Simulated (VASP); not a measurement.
# Sn (Pm-3m) in VASP: notebook, part 2 of 3

VASP 6.6.1.

## Step 5: Single point, PBEsol

This run uses another cell than the first one, of 27.91 Å³/atom, 1.053 times its volume.

File INCAR:

```
ALGO = Normal
EDIFF = 1E-6
ENCUT = 520
GGA = PS
ISIF = 2
ISMEAR = -1
LASPH = T
LCHARG = F
LREAL = F
LWAVE = F
NBANDS = 13
NELM = 80
PREC = Accurate
SIGMA = 0.1
```

File KPOINTS:

```
k-points
0
Gamma
  14 14 14
```

File POSCAR:

```
Sn
1.0
    3.0331809074      0.0000000000      0.0000000000
    0.0000000000      3.0331809074      0.0000000000
    0.0000000000      0.0000000000      3.0331809074
Sn
1
Direct
    0.0000000000      0.0000000000      0.0000000000
```

Potentials or basis: VASP PAW PBE potentials, release 64 (Sn_d).

On the command line:

```
> cat potpaw_PBE.64/Sn_d/POTCAR > POTCAR
> mpirun -np 1 vasp_std > vasp.out
```

OUTCAR:

```text
EDIFF = 1E-6
   ENCUT = 520
   GGA = PS
   ISIF = 2
   ISMEAR = -1
   LASPH = T
   LREAL = F
   NELM = 80
   PREC = Accurate

 ion  position               nearest neighbor table
   1  0.000  0.000  0.000-

  LATTYP: Found a simple cubic cell.
 ALAT       =     3.0331809074

  Lattice vectors:

 A1 = (   3.0331809074,   0.0000000000,   0.0000000000)
 A2 = (   0.0000000000,   3.0331809074,   0.0000000000)
 A3 = (   0.0000000000,   0.0000000000,   3.0331809074)

Analysis of symmetry for initial positions (statically):
=====================================================================
 Subroutine PRICEL returns:
 Original cell was already a primitive cell.

 Routine SETGRP: Setting up the symmetry group for a
 simple cubic supercell.

 Subroutine GETGRP returns: Found 48 space group operations
 (whereof 48 operations were pure point group operations)
 out of a pool of 48 trial point group operations.

The static configuration has the point symmetry O_h .

Analysis of symmetry for dynamics (positions and initial velocities):
=====================================================================
 Subroutine PRICEL returns:
 Original cell was already a primitive cell.

 Routine SETGRP: Setting up the symmetry group for a
 simple cubic supercell.

 Subroutine GETGRP returns: Found 48 space group operations
 (whereof 48 operations were pure point group operations)
 out of a pool of 48 trial point group operations.

The dynamic configuration has the point symmetry O_h .

 Subroutine INISYM returns: Found 48 space group operations
 (whereof 48 operations are pure point group operations),
 and found     1 'primitive' translations

----------------------------------------------------------------------------------------

                                     Primitive cell

  volume of cell :      27.9058

  direct lattice vectors                    reciprocal lattice vectors
     3.033180907  0.000000000  0.000000000     0.329686897  0.000000000  0.000000000
     0.000000000  3.033180907  0.000000000     0.000000000  0.329686897  0.000000000
     0.000000000  0.000000000  3.033180907     0.000000000  0.000000000  0.329686897

  length of vectors
     3.033180907  3.033180907  3.033180907     0.329686897  0.329686897  0.329686897

  position of ions in fractional coordinates (direct lattice)
     0.000000000  0.000000000  0.000000000

  ion indices of the primitive-cell ions
   primitive index   ion index
                 1           1

----------------------------------------------------------------------------------------

 KPOINTS: k-points

Automatic generation of k-mesh.
 Grid dimensions read from file:
 generate k-points for:   14   14   14

 Generating k-lattice:

  Cartesian coordinates                     Fractional coordinates (reciprocal lattice)
     0.023549064  0.000000000  0.000000000     0.071428571  0.000000000  0.000000000
     0.000000000  0.023549064  0.000000000     0.000000000  0.071428571  0.000000000
     0.000000000  0.000000000  0.023549064     0.000000000  0.000000000  0.071428571

  Length of vectors
     0.023549064  0.023549064  0.023549064

  Shift w.r.t. Gamma in fractional coordinates (k-lattice)
     0.000000000  0.000000000  0.000000000

 Subroutine IBZKPT returns following result:
 ===========================================

 Found    120 irreducible k-points:

 Following reciprocal coordinates:
            Coordinates               Weight
  0.000000  0.000000  0.000000      1.000000
  0.071429  0.000000  0.000000      6.000000
  0.142857  0.000000  0.000000      6.000000
  0.214286  0.000000  0.000000      6.000000
  0.285714  0.000000  0.000000      6.000000
  0.357143  0.000000  0.000000      6.000000
[... 16 lines left out ...]
  0.285714  0.214286  0.000000     24.000000
  0.357143  0.214286  0.000000     24.000000
 [... further k-points ...]
   k-points           NKPTS =    120   k-points in BZ     NKDIM =    120   number of bands    NBANDS=     13
   number of dos      NEDOS =    301   number of ions     NIONS =      1
   total plane-waves  NPLWV =  13824
   dimension x,y,z NGX =    24 NGY =   24 NGZ =   24
   dimension x,y,z NGXF=    48 NGYF=   48 NGZF=   48
   ions per type =               1
   NGX,Y,Z   is equivalent  to a cutoff of  13.15, 13.15, 13.15 a.u.
   NGXF,Y,Z  is equivalent  to a cutoff of  26.31, 26.31, 26.31 a.u.
 SYSTEM =  unknown system
   PREC   = accura    normal or accurate (medium, high low for compatibility)
   ISTART =      0    job   : 0-new  1-cont  2-samecut
   ICHARG =      2    charge: 1-file 2-atom 10-const
   ISPIN  =      1    spin polarized calculation?
   LNONCOLLINEAR =      F non collinear calculations
   LSORBIT =      F    spin-orbit coupling
   LASPH  =      T    aspherical Exc in radial PAW
   ENCUT  =  520.0 eV  38.22 Ry    6.18 a.u.   5.64  5.64  5.64*2*pi/ulx,y,z
   NELM   =     80;   NELMIN=  2; NELMDL= -5     # of ELM steps
   EDIFF  = 0.1E-05   stopping-criterion for ELM
   LREAL  =      F    real-space projection
   EDIFFG = 0.1E-04   stopping-criterion for IOM
   NSW    =      0    number of steps for IOM
   IBRION =     -1    ionic relax: 0-MD 1-quasi-New 2-CG
   NFREE  =      0    steps in history (QN), initial steepest desc. (CG)
   ISIF   =      2    stress and relaxation
   ISYM   =      2    0-nonsym 1-usesym 2-fastsym
   POTIM  = 0.5000    time-step for ionic-motion
   TEBEG  =    0.0;   TEEND  =   0.0 temperature during run
   PSTRESS=    0.0 pullay stress
   NELECT =      14.0000    total number of electrons
   NUPDOWN=      -1.0000    fix difference up-down
   EMIN   =  10.00;   EMAX   =-10.00  energy-range for DOS
   EFERMI =   0.00;   METHOD = LEGACY
   ISMEAR =    -1;   SIGMA  =   0.10  broadening in eV -4-tet -1-fermi 0-gaus
   EFERMI_NEDOS =   21; number of points for ismear=-14 and -15
   IALGO  =     38    algorithm
   IMIX   =      4    mixing-type and parameters
     AMIX     =   0.40;   BMIX     =  1.00
     AMIX_MAG =   1.60;   BMIX_MAG =  1.00
  volume/ion in A,a.u.               =      27.91       188.32
  Fermi-wavevector in a.u.,A,eV,Ry     =   1.300826  2.458205 23.023074  1.692148
  Thomas-Fermi vector in A             =   2.432000
   LORBIT       =      0    0 simple, 1 ext, 2 COOP (PROOUT), +10 PAW based schemes
   GGA     = PS    functional components
   LHFCALC =     F    Hartree Fock is set to
   AEXX    =    0.0000 exact exchange contribution
   IVDW    =     0    specifies the selected vdW correction
   LEPSILON=     F    determine dielectric tensor
   LRPA    =     F    only Hartree local field effects (RPA)
 non-spin polarized calculation
  energy-cutoff  :      520.00
  volume of cell :       27.91
 maximum number of plane-waves:       768
 NGX is ok and might be reduce to    24
   NGX = 11   NGY = 11   NGZ = 11

 number of electron      14.0000014 magnetization

 Free energy of the ion-electron system (eV)
  ---------------------------------------------------
  ext. energy  EPLUGINS =         0.00000000
  ---------------------------------------------------
  free energy    TOTEN  =        -4.23020947 eV

  energy without entropy =       -4.21278629  energy(sigma->0) =       -4.22149788

 E-fermi :   7.3367     XC(G=0): -10.2799

 val. band max:        7.3183813303   @ k =   0.4286   0.3571   0.1429
 cond. band min:       7.3707176067   @ k =   0.5000   0.5000   0.4286
 fundamental gap:      0.0523362764
 Fermi energy:         7.3366762586

 k-point     1 :       0.0000    0.0000    0.0000
  band No.  band energies     occupation
      1     -14.1453      2.00000
      2     -14.1453      2.00000
      3     -13.7159      2.00000
      4     -13.7159      2.00000
      5     -13.7159      2.00000
      6      -3.5953      2.00000
      7      12.8461      0.00000
      8      12.8461      0.00000
      9      12.8461      0.00000
     10      16.2051      0.00000
     11      16.2051      0.00000
     12      17.5606      0.00000
     13      27.6757      0.00000
[... 353 lines left out ...]
 k-point    24 :       0.3571    0.2143    0.0000
  band No.  band energies     occupation
      1     -14.0456      2.00000
      2     -13.8653      2.00000
      3     -13.8055      2.00000
      4     -13.8023      2.00000
      5     -13.7510      2.00000
      6      -0.8102      2.00000
      7       5.1936      2.00000
      8       9.8517      0.00000
      9      15.6114      0.00000
     10      15.8273      0.00000
     11      18.7663      0.00000
     12      22.3338      0.00000
     13      22.9404      0.00000

 [... further k-points ...]

------------------------ aborting loop because EDIFF is reached ----------------------------------------

  FORCE on cell =-STRESS in cart. coord.  units (eV):
  Direction    XX          YY          ZZ          XY          YZ          ZX
  --------------------------------------------------------------------------------------
  -------------------------------------------------------------------------------------
  Total       -0.0053056     -0.0053056     -0.0053056     -0.0000000     -0.0000000      0.0000000
  in kB       -0.3046152     -0.3046152     -0.3046152     -0.0000000     -0.0000000      0.0000000
  external PRESSURE =      -0.3046152 kB  Pullay stress =       0.0000000 kB

 VOLUME and BASIS-vectors are now :
 -----------------------------------------------------------------------------
  energy-cutoff  :      520.00
  volume of cell :       27.91
      direct lattice vectors                 reciprocal lattice vectors
     3.033180907  0.000000000  0.000000000     0.329686897  0.000000000  0.000000000
     0.000000000  3.033180907  0.000000000     0.000000000  0.329686897  0.000000000
     0.000000000  0.000000000  3.033180907     0.000000000  0.000000000  0.329686897

 POSITION                                       TOTAL-FORCE (eV/Angst)
 -----------------------------------------------------------------------------------
      0.00000      0.00000      0.00000         0.000000      0.000000      0.000000
 -----------------------------------------------------------------------------------
    total drift:                                0.000000     -0.000000      0.000000

  FREE ENERGIE OF THE ION-ELECTRON SYSTEM (eV)
  ---------------------------------------------------
  free  energy   TOTEN  =        -4.2302094684 eV

  energy  without entropy=       -4.2127862874  energy(sigma->0) =       -4.22149788
```

OSZICAR:

```text
N       E                     dE             d eps       ncg     rms          rms(c)
DAV:   1     0.819959896950E+02    0.81996E+02   -0.71886E+03  3218   0.159E+03
DAV:   2     0.168961369380E+01   -0.80306E+02   -0.77679E+02  3300   0.346E+02
DAV:   3    -0.412005212004E+01   -0.58097E+01   -0.57896E+01  3695   0.751E+01
DAV:   4    -0.424479157054E+01   -0.12474E+00   -0.12471E+00  3578   0.117E+01
DAV:   5    -0.424913647792E+01   -0.43449E-02   -0.43449E-02  4079   0.213E+00    0.173E+00
DAV:   6    -0.423447696002E+01    0.14660E-01   -0.17511E-02  3825   0.243E+00    0.947E-01
DAV:   7    -0.423043686519E+01    0.40401E-02   -0.10089E-02  3896   0.179E+00    0.138E-01
DAV:   8    -0.423021255759E+01    0.22431E-03   -0.98759E-04  3800   0.539E-01    0.257E-02
DAV:   9    -0.423020954242E+01    0.30152E-05   -0.29570E-05  4631   0.739E-02    0.133E-02
DAV:  10    -0.423020946844E+01    0.73981E-07   -0.12875E-06  3173   0.116E-02
   1 F= -.42302095E+01 E0= -.42214979E+01  d E =-.174232E-01
```

stdout:

```text
POSCAR found type information on POSCAR Sn
 POSCAR found :  1 types and       1 ions
 scaLAPACK will be used
 -----------------------------------------------------------------------------
|                                                                             |
|                                                                             |
|     You enforced a specific xc type in the INCAR file but a different       |
|     I HOPE YOU KNOW WHAT YOU ARE DOING!                                     |
|                                                                             |
 -----------------------------------------------------------------------------

 LDA part: xc-table for (Slater+PW92), standard interpolation
 POSCAR, INCAR and KPOINTS ok, starting setup
 FFT: planning ... GRIDC
 FFT: planning ... GRID_SOFT
 FFT: planning ... GRID
 WAVECAR not read
 entering main loop
```

It took 10 s on 1 thread of Intel Xeon Platinum 8488C (Sapphire Rapids), shared host; peak memory 0.16 GiB.

What came out:

* Free energy: -4.2302 eV
* Pressure: 0.0 GPa
* Band gap on the k mesh: zero (band 7 reaches 12.85 eV, above the bottom of band 8 at 5.14 eV)

Levels at points of the mesh, in eV from the Fermi level:
```csv
k point,band 5,band 6,band 7,band 8,band 9,band 10
"(0.00, 0.00, 0.00)",-21.05,-10.93,5.51,5.51,5.51,8.87
"(0.50, 0.00, 0.00)",-21.04,-7.77,-4.72,8.19,8.19,11.78
"(0.50, 0.50, 0.00)",-20.92,-4.39,-2.20,-2.20,2.83,11.13
"(0.50, 0.50, 0.50)",-20.91,-0.47,0.23,0.23,0.23,5.95
```

Caveat: the PAW data sets were made with another functional, which shifts forces and pressure a little; spin-orbit coupling is left out, which moves the levels of the heavy elements.

(Part 2 of 3 ends here.)
